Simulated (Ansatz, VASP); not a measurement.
Pb: VASP beside Ansatz

POSCAR

```
Pb
1.0
    0.0000000000      2.4584086270      2.4584086270
    2.4584086270      0.0000000000      2.4584086270
    2.4584086270      2.4584086270      0.0000000000
Pb
1
Direct
    0.0000000000      0.0000000000      0.0000000000
```

The input INCAR.step1:

```
SYSTEM = Pb
ALGO     = Normal         ! electronic algorithm
EDIFF    = 1E-5           ! SCF threshold, eV
ENCUT    = 520            ! plane-wave cutoff, eV
GGA      = PE             ! functional
ISIF     = 2              ! what is computed and relaxed
ISMEAR   = -1             ! smearing method
LASPH    = .True.         ! aspherical terms in the spheres
LREAL    = .False.        ! projectors in reciprocal space
LWAVE    = .True.         ! write WAVECAR
NBANDS   = 13             ! bands
NELM     = 80             ! most SCF steps
PREC     = Accurate       ! precision mode
SIGMA    = 0.05           ! smearing width, eV
```

Contents of INCAR.step2:

```
SYSTEM = Pb
AEXX     = 0.25           ! exact-exchange fraction
ALGO     = Normal         ! electronic algorithm
EDIFF    = 1E-6           ! SCF threshold, eV
ENCUT    = 520            ! plane-wave cutoff, eV
GGA      = PE             ! functional
ISIF     = 2              ! what is computed and relaxed
ISMEAR   = -1             ! smearing method
ISTART   = 1            
LASPH    = .True.         ! aspherical terms in the spheres
LCHARG   = .True.         ! write CHGCAR
LELF     = .True.         ! ELF
LHFCALC  = .True.         ! exact exchange
LREAL    = .False.        ! projectors in reciprocal space
LVHAR    = .True.       
LWAVE    = .False.        ! write WAVECAR
NBANDS   = 13             ! bands
NELM     = 80             ! most SCF steps
PREC     = Accurate       ! precision mode
PRECFOCK = Normal       
SIGMA    = 0.05           ! smearing width, eV
```

The input KPOINTS:

```
k-points
0
Gamma
  6 6 6
  0 0 0
```

input

```
crystal:
  lattice:
    - [0.0, 2.458408627, 2.458408627]
    - [2.458408627, 0.0, 2.458408627]
    - [2.458408627, 2.458408627, 0.0]
  atoms:
    - { symbol: Pb, position: [0.0, 0.0, 0.0] }
hamiltonian:
  xc: pbe0
  pseudopotentials: { kind: paw }
kpoints:
  mp_grid: { grid: [6, 6, 6] }
scf:
  occupations: { method: fermi_dirac, width: 0.05 }
output:
  forces: true
  stress: true
  eigenvalues: true
```

Alike in both runs: task single point; functional PBE0; k mesh 6 × 6 × 6; occupations fermi-dirac, width 0.05 eV; no spin polarisation.

|  | VASP | Ansatz |
| --- | --- | --- |
| version | VASP 6.6.1 | Ansatz 0.2.0 |
| potentials or method | VASP PAW PBE potentials, release 64 (Pb_d) | Ansatz PAW |
| plane-wave cutoff (eV) | 520 | 420 |
| valence electrons in the cell | 14 | 14 |

```csv
,VASP,Ansatz,Ansatz less VASP
gap on the k mesh at the Fermi level (eV),none,none,-
pressure (GPa),2.9,3.1,+0.15
```

A gap of «none» marks a metal or a gap that the smearing closes.

The k mesh is coarse, so the values compare programs but aren't converged. Spin-orbit coupling is off throughout.
